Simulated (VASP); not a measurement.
The system is B.

```xyz
1
Lattice="1.9057 0.0000 0.0000 0.0000 1.9057 0.0000 0.0000 0.0000 1.9057" Properties=species:S:1:pos:R:3 pbc="T T T"
B     0.0000    0.0000    0.0000
```

Base run:

- Program: VASP 6.6.1
- Functional: BLYP
- Potentials or basis: VASP PAW PBE potentials, release 64 (B)
- Cutoff: 520 eV
- k mesh: 16 × 16 × 16
- Occupations: fermi-dirac, width 0.1 eV
- Spin: no spin polarisation

Its results: pressure 0.1 GPa.

**Question.** The run is repeated on the same cell with these changes: k mesh from 16 × 16 × 16 to 18 × 18 × 18. What comes out?

**Answer.** Pressure 0.7 GPa.

Caveats: the PAW data sets were made with another functional, which shifts forces and pressure a little.
